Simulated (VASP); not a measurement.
# GeI (P4/mmm) in VASP: single point with PBE

Aim: the single point of GeI with PBE.

Program: VASP 6.6.1. These are calculated values, not measurements. Logs are shortened: lines on timing, memory, paths and dates and some standing lists are left out, and cuts for length are marked.

## Step 1: The cell of the first run

The structure is tetragonal, space group P4/mmm (No. 123). The conventional cell has a = 3.783 Å, b = 3.783 Å, c = 3.763 Å, α = 90.00°, β = 90.00°, γ = 90.00°. Within 4.3 Å of Ge (site symmetry 4/mmm) lie 8 I at 3.27 Å and 6 Ge at 3.76 to 3.78 Å. I (site symmetry 4/mmm) has 8 Ge at 3.27 Å and 6 I at 3.76 to 3.78 Å within 4.3 Å.

## Step 2: Single point, PBE

The input, INCAR:

```
SYSTEM = GeI
PREC = Accurate
ENCUT = 520
EDIFF = 1E-7
ISMEAR = 0
SIGMA = 0.1
LREAL = .False.
LASPH = .True.
NELM = 80
ALGO = Normal
ISIF = 2
LWAVE = .False.
LCHARG = .False.
GGA = PE
NBANDS = 18
```

The input, KPOINTS:

```
Automatic mesh
0
Gamma
  4 4 6
  0 0 0
```

The input, POSCAR:

```
GeI
1.0
    3.7829967945      0.0000000000      0.0000000000
    0.0000000000      3.7829967945      0.0000000000
    0.0000000000      0.0000000000      3.7626914680
Ge I
1 1
Direct
    0.0000000000      0.0000000000      0.0000000000
    0.5000000000      0.5000000000      0.5000000000
```

Potentials or basis: VASP PAW PBE potentials, release 64 (Ge_d, I).

The run is started by

```bash
$ cat potpaw_PBE.64/Ge_d/POTCAR potpaw_PBE.64/I/POTCAR > POTCAR
$ mpirun -np 1 vasp_std > vasp.out
```

OUTCAR:

```text
SYSTEM = GeI
   PREC = Accurate
   ENCUT = 520
   EDIFF = 1E-7
   ISMEAR = 0
   LREAL = .False.
   LASPH = .True.
   NELM = 80
   ISIF = 2
   GGA = PE

 ion  position               nearest neighbor table
   1  0.000  0.000  0.000-
   2  0.500  0.500  0.500-

  LATTYP: Found a simple tetragonal cell.
 ALAT       =     3.7829967945
 C/A-ratio  =     0.9946324759

  Lattice vectors:

 A1 = (   3.7829967945,   0.0000000000,   0.0000000000)
 A2 = (   0.0000000000,   3.7829967945,   0.0000000000)
 A3 = (   0.0000000000,   0.0000000000,   3.7626914680)

Analysis of symmetry for initial positions (statically):
=====================================================================
 Subroutine PRICEL returns:
 Original cell was already a primitive cell.

 Routine SETGRP: Setting up the symmetry group for a
 simple tetragonal supercell.

 Subroutine GETGRP returns: Found 16 space group operations
 (whereof 16 operations were pure point group operations)
 out of a pool of 16 trial point group operations.

The static configuration has the point symmetry D_4h.

Analysis of symmetry for dynamics (positions and initial velocities):
=====================================================================
 Subroutine PRICEL returns:
 Original cell was already a primitive cell.

 Routine SETGRP: Setting up the symmetry group for a
 simple tetragonal supercell.

 Subroutine GETGRP returns: Found 16 space group operations
 (whereof 16 operations were pure point group operations)
 out of a pool of 16 trial point group operations.

The dynamic configuration has the point symmetry D_4h.

 Subroutine INISYM returns: Found 16 space group operations
 (whereof 16 operations are pure point group operations),
 and found     1 'primitive' translations

----------------------------------------------------------------------------------------

                                     Primitive cell

  volume of cell :      53.8481

  direct lattice vectors                    reciprocal lattice vectors
     3.782996794  0.000000000  0.000000000     0.264340695  0.000000000  0.000000000
     0.000000000  3.782996794  0.000000000     0.000000000  0.264340695  0.000000000
     0.000000000  0.000000000  3.762691468     0.000000000  0.000000000  0.265767206

  length of vectors
[... 76 lines left out ...]
   LNONCOLLINEAR =      F non collinear calculations
   LSORBIT =      F    spin-orbit coupling
   LASPH  =      T    aspherical Exc in radial PAW
   ENCUT  =  520.0 eV  38.22 Ry    6.18 a.u.   7.03  7.03  7.00*2*pi/ulx,y,z
   NELM   =     80;   NELMIN=  2; NELMDL= -5     # of ELM steps
   EDIFF  = 0.1E-06   stopping-criterion for ELM
   LREAL  =      F    real-space projection
   EDIFFG = 0.1E-05   stopping-criterion for IOM
   NSW    =      0    number of steps for IOM
   IBRION =     -1    ionic relax: 0-MD 1-quasi-New 2-CG
   NFREE  =      0    steps in history (QN), initial steepest desc. (CG)
   ISIF   =      2    stress and relaxation
   ISYM   =      2    0-nonsym 1-usesym 2-fastsym
   POTIM  = 0.5000    time-step for ionic-motion
   TEBEG  =    0.0;   TEEND  =   0.0 temperature during run
   PSTRESS=    0.0 pullay stress
   NELECT =      21.0000    total number of electrons
   NUPDOWN=      -1.0000    fix difference up-down
   EMIN   =  10.00;   EMAX   =-10.00  energy-range for DOS
   EFERMI =   0.00;   METHOD = LEGACY
   ISMEAR =     0;   SIGMA  =   0.10  broadening in eV -4-tet -1-fermi 0-gaus
   EFERMI_NEDOS =   21; number of points for ismear=-14 and -15
   IALGO  =     38    algorithm
   IMIX   =      4    mixing-type and parameters
     AMIX     =   0.40;   BMIX     =  1.00
     AMIX_MAG =   1.60;   BMIX_MAG =  1.00
  volume/ion in A,a.u.               =      26.92       181.69
  Fermi-wavevector in a.u.,A,eV,Ry     =   1.196073  2.260251 19.464372  1.430591
  Thomas-Fermi vector in A             =   2.332023
   LORBIT       =      0    0 simple, 1 ext, 2 COOP (PROOUT), +10 PAW based schemes
   GGA     = PE    functional components
   LHFCALC =     F    Hartree Fock is set to
   AEXX    =    0.0000 exact exchange contribution
   IVDW    =     0    specifies the selected vdW correction
   LEPSILON=     F    determine dielectric tensor
   LRPA    =     F    only Hartree local field effects (RPA)
 non-spin polarized calculation
 Gauss-broadening in eV      SIGMA  =   0.10
  energy-cutoff  :      520.00
  volume of cell :       53.85
 maximum number of plane-waves:      1472
   NGX = 15   NGY = 15   NGZ = 13

 number of electron      20.9999965 magnetization

 Free energy of the ion-electron system (eV)
  ---------------------------------------------------
  ext. energy  EPLUGINS =         0.00000000
  ---------------------------------------------------
  free energy    TOTEN  =        -5.32496351 eV

  energy without entropy =       -5.31569840  energy(sigma->0) =       -5.32033096

 E-fermi :   6.7062     XC(G=0):  -9.9752

 val. band max:        6.6313988139   @ k =   0.5000   0.2500   0.5000
 cond. band min:       6.7157437740   @ k =   0.2500   0.2500   0.3333
 fundamental gap:      0.0843449601
 Fermi energy:         6.7061742355

 k-point     1 :       0.0000    0.0000    0.0000
  band No.  band energies     occupation
      1     -18.8424      2.00000
      2     -18.8370      2.00000
      3     -18.8325      2.00000
      4     -18.8325      2.00000
      5     -18.8286      2.00000
      6      -8.2379      2.00000
[... 481 lines left out ...]
      5     -18.8239      2.00000
      6      -6.3228      2.00000
[... 10 lines left out ...]
     17      20.0042      0.00000
     18      20.0185      0.00000

------------------------ aborting loop because EDIFF is reached ----------------------------------------

  FORCE on cell =-STRESS in cart. coord.  units (eV):
  Direction    XX          YY          ZZ          XY          YZ          ZX
  --------------------------------------------------------------------------------------
  -------------------------------------------------------------------------------------
  Total       -0.0117514     -0.0117514      0.1169866      0.0000000      0.0000000      0.0000000
  in kB       -0.3496459     -0.3496459      3.4807771      0.0000000      0.0000000      0.0000000
  external PRESSURE =       0.9271618 kB  Pullay stress =       0.0000000 kB

 VOLUME and BASIS-vectors are now :
 -----------------------------------------------------------------------------
  energy-cutoff  :      520.00
  volume of cell :       53.85
      direct lattice vectors                 reciprocal lattice vectors
     3.782996794  0.000000000  0.000000000     0.264340695  0.000000000  0.000000000
     0.000000000  3.782996794  0.000000000     0.000000000  0.264340695  0.000000000
     0.000000000  0.000000000  3.762691468     0.000000000  0.000000000  0.265767206

 POSITION                                       TOTAL-FORCE (eV/Angst)
 -----------------------------------------------------------------------------------
      0.00000      0.00000      0.00000         0.000000      0.000000      0.000000
      1.89150      1.89150      1.88135         0.000000      0.000000      0.000000
 -----------------------------------------------------------------------------------
    total drift:                               -0.000000      0.000000     -0.000000

  FREE ENERGIE OF THE ION-ELECTRON SYSTEM (eV)
  ---------------------------------------------------
  free  energy   TOTEN  =        -5.3249635142 eV

  energy  without entropy=       -5.3156984049  energy(sigma->0) =       -5.32033096
```

stdout:

```text
POSCAR found type information on POSCAR GeI
 POSCAR found :  2 types and       2 ions
 scaLAPACK will be used
 LDA part: xc-table for (Slater+PW92), standard interpolation
 POSCAR, INCAR and KPOINTS ok, starting setup
 FFT: planning ... GRIDC
 FFT: planning ... GRID_SOFT
 FFT: planning ... GRID
 WAVECAR not read
 entering main loop
```

Run time: 18 s. Hardware: 1 thread of AMD EPYC 7R13 (Zen 3), shared host; peak memory 0.14 GiB.

What came out:

- Free energy: -5.3250 eV
- Pressure: 0.1 GPa

Caveat: the k points lie up to 0.42 Å⁻¹ apart; spin-orbit coupling is left out, which moves the levels of the heavy elements; an odd number of electrons without spin polarisation forces a metal; a magnetic or distorted state may lie lower.
